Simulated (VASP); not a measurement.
Set up this calculation in VASP 6.6.1, as the native input.

| Property | Result |
| --- | --- |
| Task | single point |
| Functional | LDA |
| Potentials or basis | VASP PAW LDA potentials, release 64 (Cd, S) |
| Cutoff | 500 eV |
| k mesh | 8 × 8 × 8 |
| Occupations | gaussian, width 0.1 eV |
| Spin | no spin polarisation |
| Dipole correction | no |
| Further INCAR settings | ALGO = Normal; EDIFF = 1e-06; NBANDS = 16 |

The structure of CdS lies in POSCAR:

```
CdS
1.0
    0.0000000000      2.7532440000      2.7532440000
    2.7532440000      0.0000000000      2.7532440000
    2.7532440000      2.7532440000      0.0000000000
Cd S
1 1
Direct
    0.0000000000      0.0000000000      0.0000000000
    0.5000000000      0.5000000000      0.5000000000
```

One way to write it, as run:

INCAR

```
SYSTEM = CdS
ALGO = Normal
EDIFF = 1E-6
ENCUT = 500
GGA_COMPAT = .False.
ISIF = 2
ISMEAR = 0
LASPH = .True.
LCHARG = .False.
LREAL = .False.
LWAVE = .False.
NBANDS = 16
NELM = 120
PREC = Accurate
SIGMA = 0.1
```

KPOINTS

```
k-points
0
Gamma
  8 8 8
  0 0 0
```

Potentials or basis: VASP PAW LDA potentials, release 64 (Cd, S).

The run is started by

```console
$ cat potpaw_LDA.64/Cd/POTCAR potpaw_LDA.64/S/POTCAR > POTCAR
$ mpirun -np 1 vasp_std > vasp.out
```

It gave:

```
Pressure : -6.4 GPa
```

Caveat: the cell stands under tension.

It took 18 s on 1 thread of Intel(R) Xeon(R) Platinum 8259CL CPU @ 2.50GHz (Skylake/Cascade Lake), with other jobs on the host, peak memory 0.14 GiB.
